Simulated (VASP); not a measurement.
# Be (Fd-3m) in VASP: further runs

Be is run at these levels: r2SCAN; tasks: single point.

All numbers are computed with VASP 6.6.1; they aren't measurements. Logs are shortened: lines on timing, memory, paths and dates and some standing lists are left out, and cuts for length are marked.

## Step 1: The cell of the first run

The structure is cubic, space group Fd-3m (No. 227). Conventional cell: a = 4.932 Å, b = 4.932 Å, c = 4.932 Å, α = 90.00°, β = 90.00°, γ = 90.00°. Within 2.8 Å of Be (site symmetry -43m) lie 4 Be at 2.14 Å.

## Step 2: Single point, r2SCAN

Input file POSCAR:

```
Be
1.0
    0.0000000000      2.4659906896      2.4659906896
    2.4659906896      0.0000000000      2.4659906896
    2.4659906896      2.4659906896      0.0000000000
Be
2
Direct
    0.1250000000      0.1250000000      0.1250000000
    0.8750000000      0.8750000000      0.8750000000
```

Input file INCAR.step1:

```
SYSTEM = Be
PREC = Accurate
ENCUT = 520
ISMEAR = -1
SIGMA = 0.1
LREAL = .FALSE.
LASPH = .TRUE.
NELM = 60
NBANDS = 9
GGA = PE
ALGO = Normal
EDIFF = 1E-4
LWAVE = .TRUE.
LCHARG = .FALSE.
```

Input file INCAR.step2:

```
SYSTEM = Be
PREC = Accurate
ENCUT = 520
EDIFF = 1E-6
ISMEAR = -1
SIGMA = 0.1
LREAL = .FALSE.
LASPH = .TRUE.
NELM = 60
ALGO = Normal
ISIF = 2
LWAVE = .FALSE.
LCHARG = .FALSE.
METAGGA = R2SCAN
LMIXTAU = .TRUE.
NBANDS = 9
ISTART = 1
```

Input file KPOINTS:

```
regular mesh
0
G
  12 12 12
  0 0 0
```

Potentials or basis: VASP PAW PBE potentials, release 64 (Be).

Launch:

```console
cat potpaw_PBE.64/Be/POTCAR > POTCAR
cp INCAR.step1 INCAR
mpirun -np 1 vasp_std > vasp.out
cp INCAR.step2 INCAR
mpirun -np 1 vasp_std > vasp.out
```

OUTCAR:

```text
SYSTEM = Be
   PREC = Accurate
   ENCUT = 520
   EDIFF = 1E-6
   ISMEAR = -1
   LREAL = .FALSE.
   LASPH = .TRUE.
   NELM = 60
   ISIF = 2
   METAGGA = R2SCAN
   ISTART = 1

 ion  position               nearest neighbor table
   1  0.125  0.125  0.125-   2 2.14   2 2.14   2 2.14   2 2.14
   2  0.875  0.875  0.875-   1 2.14   1 2.14   1 2.14   1 2.14

  LATTYP: Found a face centered cubic cell.
 ALAT       =     4.9319813792

  Lattice vectors:

 A1 = (   0.0000000000,   2.4659906896,   2.4659906896)
 A2 = (   2.4659906896,   0.0000000000,   2.4659906896)
 A3 = (   2.4659906896,   2.4659906896,   0.0000000000)

Analysis of symmetry for initial positions (statically):
=====================================================================
 Subroutine PRICEL returns:
 Original cell was already a primitive cell.

 Routine SETGRP: Setting up the symmetry group for a
 face centered cubic supercell.

 Subroutine GETGRP returns: Found 48 space group operations
 (whereof 12 operations were pure point group operations)
 out of a pool of 48 trial point group operations.

The static configuration has the point symmetry D_3d.
 The point group associated with its full space group is O_h .

Analysis of symmetry for dynamics (positions and initial velocities):
=====================================================================
 Subroutine PRICEL returns:
 Original cell was already a primitive cell.

 Routine SETGRP: Setting up the symmetry group for a
 face centered cubic supercell.

 Subroutine GETGRP returns: Found 48 space group operations
 (whereof 12 operations were pure point group operations)
 out of a pool of 48 trial point group operations.

The dynamic configuration has the point symmetry D_3d.
 The point group associated with its full space group is O_h .

 Subroutine INISYM returns: Found 48 space group operations
 (whereof 12 operations are pure point group operations),
 and found     1 'primitive' translations

----------------------------------------------------------------------------------------

                                     Primitive cell

  volume of cell :      29.9919

  direct lattice vectors                    reciprocal lattice vectors
     0.000000000  2.465990690  2.465990690    -0.202758268  0.202758268  0.202758268
     2.465990690  0.000000000  2.465990690     0.202758268 -0.202758268  0.202758268
     2.465990690  2.465990690  0.000000000     0.202758268  0.202758268 -0.202758268

[... 88 lines left out ...]
   NFREE  =      0    steps in history (QN), initial steepest desc. (CG)
   ISIF   =      2    stress and relaxation
   ISYM   =      2    0-nonsym 1-usesym 2-fastsym
   POTIM  = 0.5000    time-step for ionic-motion
   TEBEG  =    0.0;   TEEND  =   0.0 temperature during run
   PSTRESS=    0.0 pullay stress
   NELECT =       4.0000    total number of electrons
   NUPDOWN=      -1.0000    fix difference up-down
   EMIN   =  10.00;   EMAX   =-10.00  energy-range for DOS
   EFERMI =   0.00;   METHOD = LEGACY
   ISMEAR =    -1;   SIGMA  =   0.10  broadening in eV -4-tet -1-fermi 0-gaus
   EFERMI_NEDOS =   21; number of points for ismear=-14 and -15
   IALGO  =     38    algorithm
   IMIX   =      4    mixing-type and parameters
     AMIX     =   0.40;   BMIX     =  1.00
     AMIX_MAG =   1.60;   BMIX_MAG =  1.00
  volume/ion in A,a.u.               =      15.00       101.20
  Fermi-wavevector in a.u.,A,eV,Ry     =   0.836424  1.580613  9.518716  0.699606
  Thomas-Fermi vector in A             =   1.950147
   LORBIT       =      0    0 simple, 1 ext, 2 COOP (PROOUT), +10 PAW based schemes
   METAGGA = R2SCAN    functional components
   LHFCALC =     F    Hartree Fock is set to
   AEXX    =    0.0000 exact exchange contribution
   IVDW    =     0    specifies the selected vdW correction
   LEPSILON=     F    determine dielectric tensor
   LRPA    =     F    only Hartree local field effects (RPA)
 non-spin polarized calculation
  energy-cutoff  :      520.00
  volume of cell :       29.99
 maximum number of plane-waves:       869
 NGX is ok and might be reduce to    28
   NGX = 13   NGY = 13   NGZ = 13

 number of electron       4.0000000 magnetization

 Free energy of the ion-electron system (eV)
  ---------------------------------------------------
  ext. energy  EPLUGINS =         0.00000000
  ---------------------------------------------------
  free energy    TOTEN  =        -5.26647080 eV

  energy without entropy =       -5.23479631  energy(sigma->0) =       -5.25063356

 E-fermi :   1.7420     XC(G=0):  -8.9042

 val. band max:        1.7067217508   @ k =  -0.2500   0.1667   0.0000
 cond. band min:       1.7430076696   @ k =   0.4167   0.3333   0.0000
 fundamental gap:      0.0362859188
 Fermi energy:         1.7419876084

 k-point     1 :       0.0000    0.0000    0.0000
  band No.  band energies     occupation
      1      -6.0742      2.00000
      2       6.8913      0.00000
      3       6.8913      0.00000
      4       6.8913      0.00000
      5       9.4248      0.00000
      6       9.4248      0.00000
      7       9.4248      0.00000
      8      16.5829      0.00000
      9      17.2176      0.00000
[... 265 lines left out ...]
 k-point    24 :      -0.4167    0.1667    0.0000
  band No.  band energies     occupation
      1      -2.1988      2.00000
      2      -1.2496      2.00000
      3       3.2880      0.00000
      4       4.4117      0.00000
      5       9.9639      0.00000
      6      12.0577      0.00000
      7      13.7686      0.00000
      8      15.8272      0.00000
      9      17.6338      0.00000

 [... further k-points ...]

------------------------ aborting loop because EDIFF is reached ----------------------------------------

  FORCE on cell =-STRESS in cart. coord.  units (eV):
  Direction    XX          YY          ZZ          XY          YZ          ZX
  --------------------------------------------------------------------------------------
  -------------------------------------------------------------------------------------
  Total        0.0070378      0.0070378      0.0070378     -0.0000000     -0.0000000     -0.0000000
  in kB        0.3759639      0.3759639      0.3759639     -0.0000000     -0.0000000     -0.0000000
  external PRESSURE =       0.3759639 kB  Pullay stress =       0.0000000 kB

 VOLUME and BASIS-vectors are now :
 -----------------------------------------------------------------------------
  energy-cutoff  :      520.00
  volume of cell :       29.99
      direct lattice vectors                 reciprocal lattice vectors
     0.000000000  2.465990690  2.465990690    -0.202758268  0.202758268  0.202758268
     2.465990690  0.000000000  2.465990690     0.202758268 -0.202758268  0.202758268
     2.465990690  2.465990690  0.000000000     0.202758268  0.202758268 -0.202758268

 POSITION                                       TOTAL-FORCE (eV/Angst)
 -----------------------------------------------------------------------------------
      0.61650      0.61650      0.61650         0.000000      0.000000      0.000000
      4.31548      4.31548      4.31548        -0.000000     -0.000000     -0.000000
 -----------------------------------------------------------------------------------
    total drift:                               -0.000000     -0.000000     -0.000000

  FREE ENERGIE OF THE ION-ELECTRON SYSTEM (eV)
  ---------------------------------------------------
  free  energy   TOTEN  =        -5.2664708046 eV

  energy  without entropy=       -5.2347963131  energy(sigma->0) =       -5.25063356
```

OSZICAR.step1:

```text
N       E                     dE             d eps       ncg     rms          rms(c)
DAV:   1    -0.667423313438E+00   -0.66742E+00   -0.14452E+03  1296   0.332E+02
DAV:   2    -0.424091024315E+01   -0.35735E+01   -0.34332E+01  1948   0.378E+01
DAV:   3    -0.430666885740E+01   -0.65759E-01   -0.65315E-01  1570   0.388E+00
DAV:   4    -0.430677915189E+01   -0.11029E-03   -0.11029E-03  1804   0.182E-01
DAV:   5    -0.430677920479E+01   -0.52891E-07   -0.52982E-07  1575   0.368E-03    0.805E-01
DAV:   6    -0.428517929815E+01    0.21600E-01   -0.64322E-03  1848   0.497E-01    0.486E-01
DAV:   7    -0.427601130687E+01    0.91680E-02   -0.10229E-02  1869   0.600E-01    0.266E-02
DAV:   8    -0.427602922869E+01   -0.17922E-04   -0.11046E-04  1402   0.624E-02
   1 F= -.42760292E+01 E0= -.42589933E+01  d E =-.340719E-01
```

Wall time 58 s (1 thread of Intel Xeon 6975P-C (Granite Rapids), shared host); peak memory 0.16 GiB.

What came out:

| Item | Value |
| --- | --- |
| Free energy | -5.2665 eV |
| Pressure | 0.0 GPa |
| Band gap on the k mesh | zero (band 2 reaches 6.89 eV, above the bottom of band 3 at 0.32 eV) |

Caveat: the PAW data sets were made with another functional, which shifts forces and pressure a little.

## Step 3: Single point, r2SCAN (volume scaled by 1.04)

Input file POSCAR:

```
Be
1.0
    0.0000000000      2.4984416569      2.4984416569
    2.4984416569      0.0000000000      2.4984416569
    2.4984416569      2.4984416569      0.0000000000
Be
2
Direct
    0.1250000000      0.1250000000      0.1250000000
    0.8750000000      0.8750000000      0.8750000000
```

Input file INCAR.step1:

```
  PREC = Accurate
  ENCUT = 520
  ISMEAR = -1
  SIGMA = 0.1
  LREAL = False
  LASPH = True
  NELM = 80
  NBANDS = 9
  GGA = PE
  ALGO = Normal
  EDIFF = 1E-4
  LWAVE = True
  LCHARG = False
```

Input file INCAR.step2:

```
  PREC = Accurate
  ENCUT = 520
  EDIFF = 1E-6
  ISMEAR = -1
  SIGMA = 0.1
  LREAL = False
  LASPH = True
  NELM = 80
  ALGO = Normal
  ISIF = 2
  LWAVE = False
  LCHARG = False
  METAGGA = R2SCAN
  LMIXTAU = True
  NBANDS = 9
  ISTART = 1
```

Input file KPOINTS:

```
Automatic mesh
0
Gamma
  12 12 12
```

Potentials or basis: VASP PAW PBE potentials, release 64 (Be).

Launch:

```console
cat potpaw_PBE.64/Be/POTCAR > POTCAR
cp INCAR.step1 INCAR
mpirun -np 1 vasp_std > vasp.out
cp INCAR.step2 INCAR
mpirun -np 1 vasp_std > vasp.out
```

It took 58 s on 1 thread of Intel Xeon 6975P-C (Granite Rapids), shared host; peak memory 0.16 GiB.

It converged, with:

```yaml
Free_energy: -5.2607 eV
Pressure: -1.5 GPa
Band_gap_on_the_k_mesh: zero (band 2 reaches 6.55 eV, above the bottom of band 3 at 0.22 eV)
```

Levels at points of the mesh, in eV from the Fermi level:
```
           k point  band 1  band 2  band 3  band 4  band 5
(0.00, 0.00, 0.00)   -7.65    5.01    5.01    5.01    7.51
(0.50, 0.00, 0.00)   -3.99   -3.55    3.20    3.20    8.70
(0.50, 0.50, 0.00)   -2.56   -2.56    0.81    0.81    6.39
```

Caveat: the PAW data sets were made with another functional, which shifts forces and pressure a little.
